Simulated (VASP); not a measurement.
# Rb (I4_1/amd) in VASP: further runs

The runs below take Rb through single point, with PBEsol.

All numbers are computed with VASP 6.6.1; they aren't measurements. Logs are shortened: lines on timing, memory, paths and dates and some standing lists are left out, and cuts for length are marked.

## (1) The cell of the first run

The structure is tetragonal, space group I4_1/amd (No. 141). Conventional cell: a = 4.758 Å, b = 4.758 Å, c = 16.977 Å, α = 90.00°, β = 90.00°, γ = 90.00°.

## (2) Single point, PBEsol

INCAR

```
PREC = Accurate ; ENCUT = 520
EDIFF = 1E-6 ; ISMEAR = -1
SIGMA = 0.05 ; LREAL = False
LASPH = True ; NELM = 80
ALGO = Fast ; ISIF = 2
LWAVE = False ; LCHARG = True
GGA = PS ; LELF = True
LVHAR = True ; NBANDS = 16
```

KPOINTS

```
Automatic mesh
0
Gamma
  9 9 9
```

POSCAR

```
Rb
1.0
   -2.3789880000      2.3789880000      8.4886690000
    2.3789880000     -2.3789880000      8.4886690000
    2.3789880000      2.3789880000     -8.4886690000
Rb
2
Direct
    0.5000000000      0.5000000000      0.0000000000
    0.2500000000      0.7500000000      0.5000000000
```

Potentials or basis: VASP PAW PBE potentials, release 64 (Rb_sv).

Started as:

```console
$ cat potpaw_PBE.64/Rb_sv/POTCAR > POTCAR
$ mpirun -np 1 vasp_std > vasp.out
```

OUTCAR:

```text
PREC = Accurate
   ENCUT = 520
   EDIFF = 1E-6
   ISMEAR = -1
   LREAL = False
   LASPH = True
   NELM = 80
   ISIF = 2
   GGA = PS

 ion  position               nearest neighbor table
   1  0.500  0.500  0.000-   2 4.87   2 4.87   2 4.87   2 4.87
   2  0.250  0.750  0.500-   1 4.87   1 4.87   1 4.87   1 4.87

  LATTYP: Found a body centered tetragonal cell.
 ALAT       =     4.7579760000
 C/A-ratio  =     3.5681848752

  Lattice vectors:

 A1 = (  -2.3789880000,   2.3789880000,   8.4886690000)
 A2 = (   2.3789880000,  -2.3789880000,   8.4886690000)
 A3 = (   2.3789880000,   2.3789880000,  -8.4886690000)

Analysis of symmetry for initial positions (statically):
=====================================================================
 Subroutine PRICEL returns:
 Original cell was already a primitive cell.

 Routine SETGRP: Setting up the symmetry group for a
 body centered tetragonal supercell.

 Subroutine GETGRP returns: Found 16 space group operations
 (whereof  8 operations were pure point group operations)
 out of a pool of 16 trial point group operations.

The static configuration has the point symmetry D_2d.
 The point group associated with its full space group is D_4h.

Analysis of symmetry for dynamics (positions and initial velocities):
=====================================================================
 Subroutine PRICEL returns:
 Original cell was already a primitive cell.

 Routine SETGRP: Setting up the symmetry group for a
 body centered tetragonal supercell.

 Subroutine GETGRP returns: Found 16 space group operations
 (whereof  8 operations were pure point group operations)
 out of a pool of 16 trial point group operations.

The dynamic configuration has the point symmetry D_2d.
 The point group associated with its full space group is D_4h.

 Subroutine INISYM returns: Found 16 space group operations
 (whereof  8 operations are pure point group operations),
 and found     1 'primitive' translations

----------------------------------------------------------------------------------------

                                     Primitive cell

  volume of cell :     192.1693

  direct lattice vectors                    reciprocal lattice vectors
    -2.378988000  2.378988000  8.488669000     0.000000000  0.210173401  0.058902049
     2.378988000 -2.378988000  8.488669000     0.210173401  0.000000000  0.058902049
     2.378988000  2.378988000 -8.488669000     0.210173401  0.210173401  0.000000000

  length of vectors
     9.131082586  9.131082586  9.131082586     0.218271185  0.218271185  0.297230075

  position of ions in fractional coordinates (direct lattice)
     0.500000000  0.500000000  0.000000000
     0.250000000  0.750000000  0.500000000

  ion indices of the primitive-cell ions
   primitive index   ion index
                 1           1
                 2           2

----------------------------------------------------------------------------------------

 KPOINTS: Automatic mesh

Automatic generation of k-mesh.
 Grid dimensions read from file:
 generate k-points for:    9    9    9

 Generating k-lattice:

  Cartesian coordinates                     Fractional coordinates (reciprocal lattice)
     0.000000000  0.023352600  0.006544672     0.111111111  0.000000000  0.000000000
     0.023352600  0.000000000  0.006544672     0.000000000  0.111111111  0.000000000
     0.023352600  0.023352600  0.000000000     0.000000000  0.000000000  0.111111111

  Length of vectors
     0.024252354  0.024252354  0.033025564

  Shift w.r.t. Gamma in fractional coordinates (k-lattice)
     0.000000000  0.000000000  0.000000000

 Subroutine IBZKPT returns following result:
 ===========================================

 Found     75 irreducible k-points:

 Following reciprocal coordinates:
            Coordinates               Weight
  0.000000  0.000000  0.000000      1.000000
  0.111111  0.000000  0.000000      8.000000
  0.222222  0.000000  0.000000      8.000000
  0.333333  0.000000  0.000000      8.000000
  0.444444  0.000000  0.000000      8.000000
  0.111111  0.111111  0.000000      8.000000
[... 16 lines left out ...]
 -0.333333  0.333333  0.000000      4.000000
  0.444444  0.444444  0.000000      8.000000
 [... further k-points ...]
   k-points           NKPTS =     75   k-points in BZ     NKDIM =     75   number of bands    NBANDS=     16
   number of dos      NEDOS =    301   number of ions     NIONS =      2
   total plane-waves  NPLWV = 343000
   dimension x,y,z NGX =    70 NGY =   70 NGZ =   70
   dimension x,y,z NGXF=   140 NGYF=  140 NGZF=  140
   ions per type =               2
   NGX,Y,Z   is equivalent  to a cutoff of  12.74, 12.74, 12.74 a.u.
   NGXF,Y,Z  is equivalent  to a cutoff of  25.49, 25.49, 25.49 a.u.
 SYSTEM =  unknown system
   PREC   = accura    normal or accurate (medium, high low for compatibility)
   ISTART =      0    job   : 0-new  1-cont  2-samecut
   ICHARG =      2    charge: 1-file 2-atom 10-const
   ISPIN  =      1    spin polarized calculation?
   LNONCOLLINEAR =      F non collinear calculations
   LSORBIT =      F    spin-orbit coupling
   LASPH  =      T    aspherical Exc in radial PAW
   ENCUT  =  520.0 eV  38.22 Ry    6.18 a.u.  16.98 16.98 16.98*2*pi/ulx,y,z
   NELM   =     80;   NELMIN=  2; NELMDL= -5     # of ELM steps
   EDIFF  = 0.1E-05   stopping-criterion for ELM
   LREAL  =      F    real-space projection
   EDIFFG = 0.1E-04   stopping-criterion for IOM
   NSW    =      0    number of steps for IOM
   IBRION =     -1    ionic relax: 0-MD 1-quasi-New 2-CG
   NFREE  =      0    steps in history (QN), initial steepest desc. (CG)
   ISIF   =      2    stress and relaxation
   ISYM   =      2    0-nonsym 1-usesym 2-fastsym
   POTIM  = 0.5000    time-step for ionic-motion
   TEBEG  =    0.0;   TEEND  =   0.0 temperature during run
   PSTRESS=    0.0 pullay stress
   NELECT =      18.0000    total number of electrons
   NUPDOWN=      -1.0000    fix difference up-down
   EMIN   =  10.00;   EMAX   =-10.00  energy-range for DOS
   EFERMI =   0.00;   METHOD = LEGACY
   ISMEAR =    -1;   SIGMA  =   0.05  broadening in eV -4-tet -1-fermi 0-gaus
   EFERMI_NEDOS =   21; number of points for ismear=-14 and -15
   IALGO  =     68    algorithm
   IMIX   =      4    mixing-type and parameters
     AMIX     =   0.40;   BMIX     =  1.00
     AMIX_MAG =   1.60;   BMIX_MAG =  1.00
  volume/ion in A,a.u.               =      96.08       648.41
  Fermi-wavevector in a.u.,A,eV,Ry     =   0.743483  1.404979  7.520849  0.552767
  Thomas-Fermi vector in A             =   1.838609
   LORBIT       =      0    0 simple, 1 ext, 2 COOP (PROOUT), +10 PAW based schemes
   GGA     = PS    functional components
   LHFCALC =     F    Hartree Fock is set to
   AEXX    =    0.0000 exact exchange contribution
   IVDW    =     0    specifies the selected vdW correction
   LEPSILON=     F    determine dielectric tensor
   LRPA    =     F    only Hartree local field effects (RPA)
 non-spin polarized calculation
 RMM-DIIS sequential band-by-band and
  energy-cutoff  :      520.00
  volume of cell :      192.17
 maximum number of plane-waves:      5210
 NGX is ok and might be reduce to    70
   NGX = 33   NGY = 33   NGZ = 33

 number of electron      18.0000000 magnetization

 Free energy of the ion-electron system (eV)
  ---------------------------------------------------
  ext. energy  EPLUGINS =         0.00000000
  ---------------------------------------------------
  free energy    TOTEN  =        -1.93684550 eV

  energy without entropy =       -1.92308677  energy(sigma->0) =       -1.92996614

 E-fermi :  -0.1676     XC(G=0):  -5.3807

 val. band max:       -0.1724382232   @ k =   0.3333   0.3333   0.0000
 cond. band min:      -0.1428019331   @ k =   0.3333   0.1111   0.1111
 fundamental gap:      0.0296362902
 Fermi energy:        -0.1675799921

 k-point     1 :       0.0000    0.0000    0.0000
  band No.  band energies     occupation
      1     -29.1185      2.00000
      2     -29.1142      2.00000
      3     -13.2644      2.00000
      4     -13.1684      2.00000
      5     -13.1684      2.00000
      6     -13.1626      2.00000
[... 8 lines left out ...]
     15       4.0935      0.00000
     16       4.1190      0.00000

 k-point     2 :       0.1111    0.0000    0.0000
  band No.  band energies     occupation
      1     -29.1181      2.00000
      2     -29.1139      2.00000
      3     -13.2612      2.00000
      4     -13.1801      2.00000
      5     -13.1730      2.00000
      6     -13.1680      2.00000
[... 8 lines left out ...]
     15       3.6866      0.00000
     16       4.0586      0.00000

 k-point     3 :       0.2222    0.0000    0.0000
  band No.  band energies     occupation
      1     -29.1169      2.00000
      2     -29.1134      2.00000
      3     -13.2533      2.00000
      4     -13.2077      2.00000
      5     -13.1978      2.00000
      6     -13.1667      2.00000
[... 8 lines left out ...]
     15       3.3906      0.00000
     16       4.0225      0.00000

 k-point     4 :       0.3333    0.0000    0.0000
  band No.  band energies     occupation
      1     -29.1156      2.00000
      2     -29.1127      2.00000
      3     -13.2495      2.00000
      4     -13.2384      2.00000
      5     -13.2186      2.00000
      6     -13.1663      2.00000
[... 8 lines left out ...]
     15       3.3461      0.00000
     16       3.9716      0.00000

 k-point     5 :       0.4444    0.0000    0.0000
  band No.  band energies     occupation
      1     -29.1146      2.00000
      2     -29.1124      2.00000
      3     -13.2596      2.00000
      4     -13.2570      2.00000
      5     -13.2191      2.00000
      6     -13.1717      2.00000
[... 8 lines left out ...]
     15       3.2690      0.00000
     16       3.8296      0.00000

 k-point     6 :       0.1111    0.1111    0.0000
  band No.  band energies     occupation
      1     -29.1176      2.00000
      2     -29.1138      2.00000
      3     -13.2566      2.00000
      4     -13.1817      2.00000
      5     -13.1789      2.00000
      6     -13.1719      2.00000
[... 8 lines left out ...]
     15       3.4085      0.00000
     16       3.7731      0.00000

 k-point     7 :       0.2222    0.1111    0.0000
  band No.  band energies     occupation
      1     -29.1164      2.00000
      2     -29.1132      2.00000
      3     -13.2480      2.00000
      4     -13.2083      2.00000
      5     -13.1954      2.00000
      6     -13.1793      2.00000
[... 8 lines left out ...]
     15       3.2167      0.00000
     16       3.6453      0.00000

 k-point     8 :       0.3333    0.1111    0.0000
  band No.  band energies     occupation
      1     -29.1150      2.00000
      2     -29.1126      2.00000
      3     -13.2451      2.00000
      4     -13.2388      2.00000
      5     -13.2152      2.00000
      6     -13.1787      2.00000
[... 8 lines left out ...]
     15       3.3112      0.00000
     16       3.5613      0.00000

 k-point     9 :       0.4444    0.1111    0.0000
  band No.  band energies     occupation
      1     -29.1142      2.00000
      2     -29.1122      2.00000
      3     -13.2586      2.00000
      4     -13.2550      2.00000
      5     -13.2162      2.00000
      6     -13.1790      2.00000
[... 8 lines left out ...]
     15       3.1176      0.00000
     16       3.6916      0.00000
[... 172 lines left out ...]
 k-point    19 :      -0.2222    0.2222    0.0000
  band No.  band energies     occupation
      1     -29.1156      2.00000
      2     -29.1123      2.00000
      3     -13.2479      2.00000
      4     -13.2050      2.00000
      5     -13.2010      2.00000
      6     -13.1988      2.00000
[... 8 lines left out ...]
     15       2.4895      0.00000
     16       3.7945      0.00000

 k-point    20 :       0.3333    0.3333    0.0000
  band No.  band energies     occupation
      1     -29.1125      2.00000
      2     -29.1115      2.00000
      3     -13.2380      2.00000
      4     -13.2370      2.00000
      5     -13.2272      2.00000
      6     -13.2215      2.00000
[... 8 lines left out ...]
     15       2.7508      0.00000
     16       3.1379      0.00000

 k-point    21 :       0.4444    0.3333   -0.0000
  band No.  band energies     occupation
      1     -29.1118      2.00000
      2     -29.1109      2.00000
      3     -13.2524      2.00000
      4     -13.2471      2.00000
      5     -13.2290      2.00000
      6     -13.2256      2.00000
[... 8 lines left out ...]
     15       2.7452      0.00000
     16       2.8817      0.00000

 k-point    22 :      -0.4444    0.3333    0.0000
  band No.  band energies     occupation
      1     -29.1121      2.00000
      2     -29.1106      2.00000
      3     -13.2523      2.00000
      4     -13.2472      2.00000
      5     -13.2279      2.00000
      6     -13.2277      2.00000
[... 8 lines left out ...]
     15       2.4586      0.00000
     16       2.8976      0.00000

 k-point    23 :      -0.3333    0.3333    0.0000
  band No.  band energies     occupation
      1     -29.1131      2.00000
      2     -29.1109      2.00000
      3     -13.2431      2.00000
      4     -13.2320      2.00000
      5     -13.2259      2.00000
      6     -13.2256      2.00000
[... 8 lines left out ...]
     15       2.3085      0.00000
     16       2.8183      0.00000

 k-point    24 :       0.4444    0.4444    0.0000
  band No.  band energies     occupation
      1     -29.1108      2.00000
      2     -29.1107      2.00000
      3     -13.2511      2.00000
      4     -13.2506      2.00000
      5     -13.2416      2.00000
      6     -13.2407      2.00000
[... 8 lines left out ...]
     15       2.3822      0.00000
     16       2.4856      0.00000

 [... further k-points ...]
[... 5 lines left out ...]
  --------------------------------------------------------------------------------------
  -------------------------------------------------------------------------------------
  Total       -0.1664480     -0.1664480     -0.1485740      0.0000000     -0.0000000      0.0000000
  in kB       -1.3877300     -1.3877300     -1.2387087      0.0000000     -0.0000000      0.0000000
  external PRESSURE =      -1.3380563 kB  Pullay stress =       0.0000000 kB

 VOLUME and BASIS-vectors are now :
 -----------------------------------------------------------------------------
  energy-cutoff  :      520.00
  volume of cell :      192.17
      direct lattice vectors                 reciprocal lattice vectors
    -2.378988000  2.378988000  8.488669000     0.000000000  0.210173401  0.058902049
     2.378988000 -2.378988000  8.488669000     0.210173401  0.000000000  0.058902049
     2.378988000  2.378988000 -8.488669000     0.210173401  0.210173401  0.000000000

 POSITION                                       TOTAL-FORCE (eV/Angst)
 -----------------------------------------------------------------------------------
      0.00000      0.00000      8.48867        -0.000000      0.000000     -0.000000
      2.37899     -0.00000      4.24433         0.000000     -0.000000      0.000000
 -----------------------------------------------------------------------------------
    total drift:                                0.000000      0.000000     -0.000000

  FREE ENERGIE OF THE ION-ELECTRON SYSTEM (eV)
  ---------------------------------------------------
  free  energy   TOTEN  =        -1.9368454976 eV

  energy  without entropy=       -1.9230867732  energy(sigma->0) =       -1.92996614
```

Run time: 8 min. Hardware: 1 thread of Intel Xeon 6975P-C (Granite Rapids), shared host; peak memory 0.76 GiB.

What came out:

```yaml
Free_energy: -1.9368 eV
Pressure: -0.1 GPa
Band_gap_on_the_k_mesh: zero (bands 9 and 10 overlap by 2.10 eV)
```

Caveat: the PAW data sets were made with another functional, which shifts forces and pressure a little.

## (3) Single point, PBEsol

INCAR

```
SYSTEM = Rb
PREC = Accurate
ENCUT = 520
EDIFF = 1E-7
ISMEAR = -1
SIGMA = 0.05
LREAL = .False.
LASPH = .True.
NELM = 100
ALGO = Fast
ISIF = 2
LWAVE = .False.
LCHARG = .True.
GGA = PS
LELF = .True.
LVHAR = .True.
NBANDS = 16
```

KPOINTS

```
regular mesh
0
Gamma
  11 11 11
  0 0 0
```

POSCAR is that of step 2.

Potentials or basis: VASP PAW PBE potentials, release 64 (Rb_sv).

Started as:

```console
$ cat potpaw_PBE.64/Rb_sv/POTCAR > POTCAR
$ mpirun -np 1 vasp_std > vasp.out
```

Wall time 16 min (1 thread of Intel Xeon 6975P-C (Granite Rapids), shared host); peak memory 0.8 GiB.

It converged, with:

```yaml
Free_energy: -1.9365 eV
Pressure: -0.1 GPa
Band_gap_on_the_k_mesh: zero (bands 9 and 10 overlap by 2.17 eV)
```

Levels at points of the mesh, in eV from the Fermi level:
| k point | band 7 | band 8 | band 9 | band 10 | band 11 | band 12 |
| --- | --- | --- | --- | --- | --- | --- |
| (0.00, 0.00, 0.00) | -13.00 | -12.99 | -1.90 | 0.13 | 0.59 | 2.56 |

Caveat: the PAW data sets were made with another functional, which shifts forces and pressure a little.
